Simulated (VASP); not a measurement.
# B3Pd (P6_3/mmc) in VASP: a series of runs

The runs below take B3Pd through single point, with PBE.

Program: VASP 6.6.1. These are calculated values, not measurements. Logs are shortened: lines on timing, memory, paths and dates and some standing lists are left out, and cuts for length are marked.

**1. The cell of the first run**

The structure is hexagonal, space group P6_3/mmc (No. 194). The conventional cell has a = 3.875 Å, b = 3.875 Å, c = 5.978 Å, α = 90.00°, β = 90.00°, γ = 120.00°. Within 3.0 Å of B (site symmetry -6m2) lie 3 Pd at 2.24 Å and 8 B at 2.39 to 2.99 Å. B (site symmetry 3m) has 1 B at 1.67 Å and 1 Pd at 2.16 Å within 2.2 Å. Pd (site symmetry -6m2) has 11 B at 2.16 to 2.39 Å within 2.9 Å.

**2. Single point, PBE**

File INCAR:

```
SYSTEM = B3Pd
  ALGO = Normal
  EDIFF = 1E-6
  ENCUT = 500
  GGA = PE
  GGA_COMPAT = .False.
  ISIF = 2
  ISMEAR = 0
  LASPH = .True.
  LCHARG = .False.
  LREAL = .False.
  LWAVE = .False.
  NBANDS = 29
  NELM = 120
  PREC = Accurate
  SIGMA = 0.2
```

File KPOINTS:

```
k-points
0
Gamma
  5 5 3
  0 0 0
```

File POSCAR:

```
B3Pd
1.0
    3.8748139659      0.0000000000      0.0000000000
   -1.9374069830      3.3556873294      0.0000000000
    0.0000000000      0.0000000000      5.9781172188
B Pd
6 2
Direct
    0.0000000000      0.0000000000      0.2500000000
    0.0000000000      0.0000000000      0.7500000000
    0.3333333333      0.6666666667      0.6106926513
    0.6666666667      0.3333333333      0.1106926513
    0.3333333333      0.6666666667      0.8893073487
    0.6666666667      0.3333333333      0.3893073487
    0.3333333333      0.6666666667      0.2500000000
    0.6666666667      0.3333333333      0.7500000000
```

Potentials or basis: VASP PAW PBE potentials, release 64 (B, Pd).

Command:

```bash
$ cat potpaw_PBE.64/B/POTCAR potpaw_PBE.64/Pd/POTCAR > POTCAR
$ mpirun -np 1 vasp_std > vasp.out
```

OUTCAR:

```text
SYSTEM = B3Pd
   EDIFF = 1E-6
   ENCUT = 500
   GGA = PE
   ISIF = 2
   ISMEAR = 0
   LASPH = .True.
   LREAL = .False.
   NELM = 120
   PREC = Accurate

 ion  position               nearest neighbor table
   1  0.000  0.000  0.250-   7 2.24   7 2.24   7 2.24
   2  0.000  0.000  0.750-   8 2.24   8 2.24   8 2.24
   3  0.333  0.667  0.611-   5 1.67   7 2.16   8 2.39   8 2.39   8 2.39
   4  0.667  0.333  0.111-   6 1.67   8 2.16   7 2.39   7 2.39   7 2.39
   5  0.333  0.667  0.889-   3 1.67   7 2.16   8 2.39   8 2.39   8 2.39
   6  0.667  0.333  0.389-   4 1.67   8 2.16   7 2.39   7 2.39   7 2.39
   7  0.333  0.667  0.250-   3 2.16   5 2.16   1 2.24   1 2.24   1 2.24   4 2.39   6 2.39   4 2.39
                             6 2.39   6 2.39   4 2.39
   8  0.667  0.333  0.750-   4 2.16   6 2.16   2 2.24   2 2.24   2 2.24   5 2.39   3 2.39   5 2.39
                             3 2.39   3 2.39   5 2.39

  LATTYP: Found a hexagonal cell.
 ALAT       =     3.8748139659
 C/A-ratio  =     1.5428139961

  Lattice vectors:

 A1 = (   3.8748139659,   0.0000000000,   0.0000000000)
 A2 = (  -1.9374069830,   3.3556873294,   0.0000000000)
 A3 = (   0.0000000000,   0.0000000000,   5.9781172188)

Analysis of symmetry for initial positions (statically):
=====================================================================
 Subroutine PRICEL returns:
 Original cell was already a primitive cell.

 Routine SETGRP: Setting up the symmetry group for a
 hexagonal supercell.

 Subroutine GETGRP returns: Found 24 space group operations
 (whereof 12 operations were pure point group operations)
 out of a pool of 24 trial point group operations.

The static configuration has the point symmetry D_3d.
 The point group associated with its full space group is D_6h.

Analysis of symmetry for dynamics (positions and initial velocities):
=====================================================================
 Subroutine PRICEL returns:
 Original cell was already a primitive cell.

 Routine SETGRP: Setting up the symmetry group for a
 hexagonal supercell.

 Subroutine GETGRP returns: Found 24 space group operations
 (whereof 12 operations were pure point group operations)
 out of a pool of 24 trial point group operations.

The dynamic configuration has the point symmetry D_3d.
 The point group associated with its full space group is D_6h.

 Subroutine INISYM returns: Found 24 space group operations
 (whereof 12 operations are pure point group operations),
 and found     1 'primitive' translations

----------------------------------------------------------------------------------------

                                     Primitive cell

  volume of cell :      77.7315

  direct lattice vectors                    reciprocal lattice vectors
     3.874813966  0.000000000  0.000000000     0.258076906  0.149000771  0.000000000
    -1.937406983  3.355687329  0.000000000     0.000000000  0.298001542  0.000000000
     0.000000000  0.000000000  5.978117219     0.000000000  0.000000000  0.167276747

  length of vectors
     3.874813966  3.874813966  5.978117219     0.298001542  0.298001542  0.167276747

  position of ions in fractional coordinates (direct lattice)
     0.000000000  0.000000000  0.250000000
     0.000000000  0.000000000  0.750000000
     0.333333333  0.666666667  0.610692651
     0.666666667  0.333333333  0.110692651
     0.333333333  0.666666667  0.889307349
     0.666666667  0.333333333  0.389307349
     0.333333333  0.666666667  0.250000000
     0.666666667  0.333333333  0.750000000

  ion indices of the primitive-cell ions
   primitive index   ion index
                 1           1
                 2           2
                 3           3
                 4           4
                 5           5
                 6           6
                 7           7
                 8           8

----------------------------------------------------------------------------------------

 KPOINTS: k-points

Automatic generation of k-mesh.
 Grid dimensions read from file:
 generate k-points for:    5    5    3

 Generating k-lattice:

  Cartesian coordinates                     Fractional coordinates (reciprocal lattice)
     0.051615381  0.029800154  0.000000000     0.200000000 -0.000000000  0.000000000
     0.000000000  0.059600308  0.000000000     0.000000000  0.200000000  0.000000000
     0.000000000  0.000000000  0.055758916     0.000000000  0.000000000  0.333333333

  Length of vectors
     0.059600308  0.059600308  0.055758916

  Shift w.r.t. Gamma in fractional coordinates (k-lattice)
     0.000000000  0.000000000  0.000000000

 Subroutine IBZKPT returns following result:
 ===========================================

 Found     10 irreducible k-points:

 Following reciprocal coordinates:
            Coordinates               Weight
  0.000000  0.000000  0.000000      1.000000
  0.200000 -0.000000  0.000000      6.000000
  0.400000 -0.000000  0.000000      6.000000
  0.200000  0.200000  0.000000      6.000000
  0.400000  0.200000  0.000000      6.000000
  0.000000  0.000000  0.333333      2.000000
  0.200000 -0.000000  0.333333     12.000000
  0.400000 -0.000000  0.333333     12.000000
  0.200000  0.200000  0.333333     12.000000
  0.400000  0.200000  0.333333     12.000000
   k-points           NKPTS =     10   k-points in BZ     NKDIM =     10   number of bands    NBANDS=     29
   number of dos      NEDOS =    301   number of ions     NIONS =      8
   total plane-waves  NPLWV =  37632
   dimension x,y,z NGX =    28 NGY =   28 NGZ =   48
   dimension x,y,z NGXF=    56 NGYF=   56 NGZF=   96
   ions per type =               6   2
   NGX,Y,Z   is equivalent  to a cutoff of  12.01, 12.01, 13.35 a.u.
   NGXF,Y,Z  is equivalent  to a cutoff of  24.03, 24.03, 26.70 a.u.
 SYSTEM =  B3Pd
   PREC   = accura    normal or accurate (medium, high low for compatibility)
   ISTART =      0    job   : 0-new  1-cont  2-samecut
   ICHARG =      2    charge: 1-file 2-atom 10-const
   ISPIN  =      1    spin polarized calculation?
   LNONCOLLINEAR =      F non collinear calculations
   LSORBIT =      F    spin-orbit coupling
   LASPH  =      T    aspherical Exc in radial PAW
   ENCUT  =  500.0 eV  36.75 Ry    6.06 a.u.   7.06  7.06 10.90*2*pi/ulx,y,z
   NELM   =    120;   NELMIN=  2; NELMDL= -5     # of ELM steps
   EDIFF  = 0.1E-05   stopping-criterion for ELM
   LREAL  =      F    real-space projection
   EDIFFG = 0.1E-04   stopping-criterion for IOM
   NSW    =      0    number of steps for IOM
   IBRION =     -1    ionic relax: 0-MD 1-quasi-New 2-CG
   NFREE  =      0    steps in history (QN), initial steepest desc. (CG)
   ISIF   =      2    stress and relaxation
   ISYM   =      2    0-nonsym 1-usesym 2-fastsym
   POTIM  = 0.5000    time-step for ionic-motion
   TEBEG  =    0.0;   TEEND  =   0.0 temperature during run
   PSTRESS=    0.0 pullay stress
   NELECT =      38.0000    total number of electrons
   NUPDOWN=      -1.0000    fix difference up-down
   EMIN   =  10.00;   EMAX   =-10.00  energy-range for DOS
   EFERMI =   0.00;   METHOD = LEGACY
   ISMEAR =     0;   SIGMA  =   0.20  broadening in eV -4-tet -1-fermi 0-gaus
   EFERMI_NEDOS =   21; number of points for ismear=-14 and -15
   IALGO  =     38    algorithm
   IMIX   =      4    mixing-type and parameters
     AMIX     =   0.40;   BMIX     =  1.00
     AMIX_MAG =   1.60;   BMIX_MAG =  1.00
  volume/ion in A,a.u.               =       9.72        65.57
  Fermi-wavevector in a.u.,A,eV,Ry     =   1.289646  2.437077 22.629022  1.663186
  Thomas-Fermi vector in A             =   2.421526
   LORBIT       =      0    0 simple, 1 ext, 2 COOP (PROOUT), +10 PAW based schemes
   GGA     = PE    functional components
   LHFCALC =     F    Hartree Fock is set to
   AEXX    =    0.0000 exact exchange contribution
   IVDW    =     0    specifies the selected vdW correction
   LEPSILON=     F    determine dielectric tensor
   LRPA    =     F    only Hartree local field effects (RPA)
 non-spin polarized calculation
 Gauss-broadening in eV      SIGMA  =   0.20
  energy-cutoff  :      500.00
  volume of cell :       77.73
 maximum number of plane-waves:      1991
   NGX = 15   NGY = 15   NGZ = 21

 number of electron      38.0000005 magnetization

 Free energy of the ion-electron system (eV)
  ---------------------------------------------------
  ext. energy  EPLUGINS =         0.00000000
  ---------------------------------------------------
  free energy    TOTEN  =       -41.48635699 eV

  energy without entropy =      -41.42360339  energy(sigma->0) =      -41.45498019

 E-fermi :   8.4513     XC(G=0): -12.1865

 val. band max:        8.4398876597   @ k =   0.4000   0.2000   0.3333
 cond. band min:       8.4914089667   @ k =   0.4000  -0.0000   0.0000
 fundamental gap:      0.0515213070
 Fermi energy:         8.4513007293

 k-point     1 :       0.0000    0.0000    0.0000
  band No.  band energies     occupation
      1      -5.2762      2.00000
      2      -3.4076      2.00000
      3      -0.1669      2.00000
      4       1.0556      2.00000
      5       1.1877      2.00000
      6       1.1877      2.00000
[... 21 lines left out ...]
     28      11.9124      0.00000
     29      11.9124      0.00000

 k-point     2 :       0.2000   -0.0000    0.0000
  band No.  band energies     occupation
      1      -4.8066      2.00000
      2      -3.0110      2.00000
      3       0.0400      2.00000
      4       0.3431      2.00000
      5       0.8772      2.00000
      6       1.2638      2.00000
[... 21 lines left out ...]
     28      13.4360      0.00000
     29      13.5003      0.00000

 k-point     3 :       0.4000   -0.0000    0.0000
  band No.  band energies     occupation
      1      -3.5659      2.00000
      2      -2.3279      2.00000
      3      -1.0254      2.00000
      4       0.4242      2.00000
      5       0.6014      2.00000
      6       1.6915      2.00000
[... 21 lines left out ...]
     28      14.0364      0.00000
     29      14.0461      0.00000

 k-point     4 :       0.2000    0.2000    0.0000
  band No.  band energies     occupation
      1      -3.9356      2.00000
      2      -2.4292      2.00000
      3      -0.3951      2.00000
      4       0.3024      2.00000
      5       0.4398      2.00000
      6       1.6039      2.00000
[... 21 lines left out ...]
     28      14.2960      0.00000
     29      14.6430      0.00000

 k-point     5 :       0.4000    0.2000    0.0000
  band No.  band energies     occupation
      1      -2.8127      2.00000
      2      -2.3542      2.00000
      3      -1.0887      2.00000
      4       0.6216      2.00000
      5       0.9978      2.00000
      6       1.5046      2.00000
[... 21 lines left out ...]
     28      13.6464      0.00000
     29      13.8459      0.00000

 k-point     6 :       0.0000    0.0000    0.3333
  band No.  band energies     occupation
      1      -4.9210      2.00000
      2      -4.0276      2.00000
      3       0.1498      2.00000
      4       0.7360      2.00000
      5       1.1597      2.00000
      6       1.1597      2.00000
[... 21 lines left out ...]
     28      11.8385      0.00000
     29      12.7874      0.00000

 k-point     7 :       0.2000   -0.0000    0.3333
  band No.  band energies     occupation
      1      -4.4586      2.00000
      2      -3.5913      2.00000
      3       0.0377      2.00000
      4       0.3884      2.00000
      5       0.8816      2.00000
      6       0.9468      2.00000
[... 21 lines left out ...]
     28      13.1140      0.00000
     29      13.1946      0.00000

 k-point     8 :       0.4000   -0.0000    0.3333
  band No.  band energies     occupation
      1      -3.2559      2.00000
      2      -2.5833      2.00000
      3      -1.0121      2.00000
      4      -0.4722      2.00000
      5       0.8897      2.00000
      6       0.9957      2.00000
[... 21 lines left out ...]
     28      13.4458      0.00000
     29      14.9099      0.00000

 k-point     9 :       0.2000    0.2000    0.3333
  band No.  band energies     occupation
      1      -3.6090      2.00000
      2      -2.8415      2.00000
      3      -0.3324      2.00000
      4      -0.3316      2.00000
      5       0.9002      2.00000
      6       0.9284      2.00000
[... 21 lines left out ...]
     28      13.4585      0.00000
     29      14.1758      0.00000

 k-point    10 :       0.4000    0.2000    0.3333
  band No.  band energies     occupation
      1      -2.5757      2.00000
      2      -2.2943      2.00000
      3      -1.0248      2.00000
      4      -0.4307      2.00000
      5       0.5470      2.00000
      6       0.8220      2.00000
[... 21 lines left out ...]
     28      13.3927      0.00000
     29      14.4654      0.00000

------------------------ aborting loop because EDIFF is reached ----------------------------------------

  FORCE on cell =-STRESS in cart. coord.  units (eV):
  Direction    XX          YY          ZZ          XY          YZ          ZX
  --------------------------------------------------------------------------------------
  -------------------------------------------------------------------------------------
  Total       -0.0115906     -0.0115906     -0.0115766      0.0000000      0.0000000      0.0000000
  in kB       -0.2389016     -0.2389016     -0.2386140      0.0000000      0.0000000      0.0000000
  external PRESSURE =      -0.2388057 kB  Pullay stress =       0.0000000 kB

 VOLUME and BASIS-vectors are now :
 -----------------------------------------------------------------------------
  energy-cutoff  :      500.00
  volume of cell :       77.73
      direct lattice vectors                 reciprocal lattice vectors
     3.874813966  0.000000000  0.000000000     0.258076906  0.149000771  0.000000000
    -1.937406983  3.355687329  0.000000000     0.000000000  0.298001542  0.000000000
     0.000000000  0.000000000  5.978117219     0.000000000  0.000000000  0.167276747

 POSITION                                       TOTAL-FORCE (eV/Angst)
 -----------------------------------------------------------------------------------
      0.00000      0.00000      1.49453        -0.000000      0.000000      0.000000
      0.00000      0.00000      4.48359         0.000000     -0.000000      0.000000
     -0.00000      2.23712      3.65079         0.000000     -0.000000     -0.011061
      1.93741      1.11856      0.66173        -0.000000     -0.000000     -0.011061
     -0.00000      2.23712      5.31638         0.000000     -0.000000      0.011061
      1.93741      1.11856      2.32732        -0.000000     -0.000000      0.011061
     -0.00000      2.23712      1.49453         0.000000      0.000000      0.000000
      1.93741      1.11856      4.48359        -0.000000      0.000000      0.000000
 -----------------------------------------------------------------------------------
    total drift:                               -0.000000      0.000000     -0.000000

  FREE ENERGIE OF THE ION-ELECTRON SYSTEM (eV)
  ---------------------------------------------------
  free  energy   TOTEN  =       -41.4863569869 eV

  energy  without entropy=      -41.4236033918  energy(sigma->0) =      -41.45498019
```

Wall time 11 s (1 thread of Intel Xeon 6975P-C (Granite Rapids), shared host); peak memory 0.19 GiB.

Results:

- Free energy: -41.4864 eV
- Pressure: 0.0 GPa
- Largest force: 0.011 eV/Å
- Band gap on the k mesh: zero (band 19 reaches 9.93 eV, above the bottom of band 20 at 8.00 eV)

Forces in eV/Å, atoms in the order of the input:
```
B    0.000  0.000  0.000
B    0.000  0.000  0.000
B    0.000  0.000 -0.011
B    0.000  0.000 -0.011
B    0.000  0.000  0.011
B    0.000  0.000  0.011
Pd   0.000  0.000  0.000
Pd   0.000  0.000  0.000
```

Caveat: the k points lie up to 0.37 Å⁻¹ apart.

**3. Single point, PBE**

This run uses another cell than the first one, of 8.81 Å³/atom, 0.907 times its volume.

File INCAR:

```
SYSTEM = B3Pd
  ALGO = Normal
  EDIFF = 1E-6
  ENCUT = 500
  GGA = PE
  GGA_COMPAT = .FALSE.
  ISIF = 2
  ISMEAR = 0
  LASPH = .TRUE.
  LCHARG = .FALSE.
  LREAL = .FALSE.
  LWAVE = .FALSE.
  NBANDS = 29
  NELM = 120
  PREC = Accurate
  SIGMA = 0.2
```

File KPOINTS:

```
k-points
0
G
  4 4 5
  0 0 0
```

File POSCAR:

```
B3Pd
1.0
    4.9512005501     -0.0000000031      0.0000000000
   -2.4756002724      4.2878654572      0.0000000000
    0.0000000000      0.0000000000      3.3198586474
B Pd
6 2
Direct
    0.1182910224      0.2365820448      0.2500000000
    0.1182910224      0.8817089776      0.2500000000
    0.7634179552      0.8817089776      0.2500000000
    0.8817089776      0.7634179552      0.7500000000
    0.8817089776      0.1182910224      0.7500000000
    0.2365820448      0.1182910224      0.7500000000
    0.3333333333      0.6666666667      0.7500000000
    0.6666666667      0.3333333333      0.2500000000
```

Potentials or basis: VASP PAW PBE potentials, release 64 (B, Pd).

Command:

```bash
$ cat potpaw_PBE.64/B/POTCAR potpaw_PBE.64/Pd/POTCAR > POTCAR
$ mpirun -np 1 vasp_std > vasp.out
```

It took 9.6 s on 1 thread of Intel Xeon 6975P-C (Granite Rapids), shared host; peak memory 0.18 GiB.

The run converged. Its results:

| Property | Result |
| --- | --- |
| Free energy | -44.4564 eV |
| Pressure | 0.5 GPa |
| Largest force | 0.007 eV/Å |
| Band gap on the k mesh | zero (band 19 reaches 10.21 eV, above the bottom of band 20 at 9.43 eV) |

Forces in eV/Å, atoms in the order of the input:
```
B    0.000 -0.007  0.000
B   -0.006  0.004  0.000
B    0.006  0.004  0.000
B    0.000  0.007  0.000
B    0.006 -0.004  0.000
B   -0.006 -0.004  0.000
Pd   0.000  0.000  0.000
Pd   0.000  0.000  0.000
```

Stress tensor (GPa, compression positive):
```
0.70 0.00 0.00
0.00 0.70 0.00
0.00 0.00 0.15
```

Levels at points of the mesh, in eV from the Fermi level:
| k point | band 17 | band 18 | band 19 | band 20 | band 21 | band 22 |
| --- | --- | --- | --- | --- | --- | --- |
| (0.00, 0.00, 0.00) | -2.19 | -2.19 | -0.05 | -0.05 | 1.05 | 2.89 |
| (0.50, 0.00, 0.00) | -1.32 | -0.96 | -0.82 | 0.15 | 0.27 | 1.63 |

Caveat: the k points lie up to 0.38 Å⁻¹ apart.

(Part 1 of 2 ends here.)
